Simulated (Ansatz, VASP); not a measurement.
# One calculation of Al2Cu, two programs

The input INCAR:

```
PREC = Accurate
ENCUT = 520
EDIFF = 1E-6
ISMEAR = 0
SIGMA = 0.15
LREAL = False
LASPH = True
NELM = 60
ALGO = Fast
ISIF = 2
LWAVE = False
LCHARG = True
GGA = PE
LELF = True
LVHAR = True
NBANDS = 26
```

KPOINTS

```
regular mesh
0
Gamma
  12 12 12
```

POSCAR

```
Al2Cu
1.0
   -3.0994373974      3.0261888737      2.5324031214
    2.9529403500     -3.0261888737      2.3508317890
    3.0994373974      3.0261888737     -2.5324031214
Al Cu
4 2
Direct
    0.1587211841      0.6587211841      0.8174423682
    0.6587211841      0.8412788159      0.5000000000
    0.8412788159      0.3412788159      0.1825576318
    0.3412788159      0.1587211841      0.5000000000
    0.7500000000      0.7500000000      0.0000000000
    0.2500000000      0.2500000000      0.0000000000
```

Input for Ansatz:

```yaml
crystal:
  lattice:
    - [-3.0994373974, 3.0261888737, 2.5324031214]
    - [2.95294035, -3.0261888737, 2.350831789]
    - [3.0994373974, 3.0261888737, -2.5324031214]
  atoms:
    - { symbol: Al, position: [0.1587211841, 0.6587211841, 0.8174423682] }
    - { symbol: Al, position: [0.6587211841, 0.8412788159, 0.5] }
    - { symbol: Al, position: [0.8412788159, 0.3412788159, 0.1825576318] }
    - { symbol: Al, position: [0.3412788159, 0.1587211841, 0.5] }
    - { symbol: Cu, position: [0.75, 0.75, 0.0] }
    - { symbol: Cu, position: [0.25, 0.25, 0.0] }
basis:
  ecutwfc: 420
kpoints:
  mp_grid: { grid: [12, 12, 12] }
hamiltonian:
  xc: pbe
scf:
  occupations: { method: gaussian, width: 0.15 }
output:
  forces: true
  stress: true
  eigenvalues: true
  write_density: true
  write_potential: true
  elf: true
  volumetric_format: npy
```

Change from the starting cell: strain -0.0600 x Voigt [0, 0, 0, 0, 1, 0], atoms carried along.

Alike in both runs: task single point; functional PBE; k mesh 12 × 12 × 12; occupations gaussian, width 0.15 eV; no spin polarisation.

|  | VASP | Ansatz |
| --- | --- | --- |
| version | VASP 6.6.1 | Ansatz 0.2.0 |
| potentials or method | VASP PAW PBE potentials, release 64 (Al, Cu), cutoff 520 eV | scalar-relativistic, plane waves, PAW |
| valence electrons in the cell | 34 | 50 |

Ansatz gave:

* gap on the k mesh at the Fermi level (eV): none
* pressure (GPa): 0.3
* traceless stress, the component that is largest in VASP (GPa): 2.44
* rms of the force components (eV/Å): 0.079

What did VASP give for the same quantities?

gap on the k mesh at the Fermi level (eV): none; pressure (GPa): 0.5; traceless stress, the component that is largest in VASP (GPa): 2.44; rms of the force components (eV/Å): 0.079.

Atom by atom the forces differ by 0.002 eV/Å (rms over components). A gap of «none» marks a metal or a gap that the smearing closes. The functional is the same, so the differences come from potentials, cutoffs and numerics. VASP's potentials hold 34 valence electrons a cell and Ansatz's 50, so a difference there can come from the potentials and not from the codes.
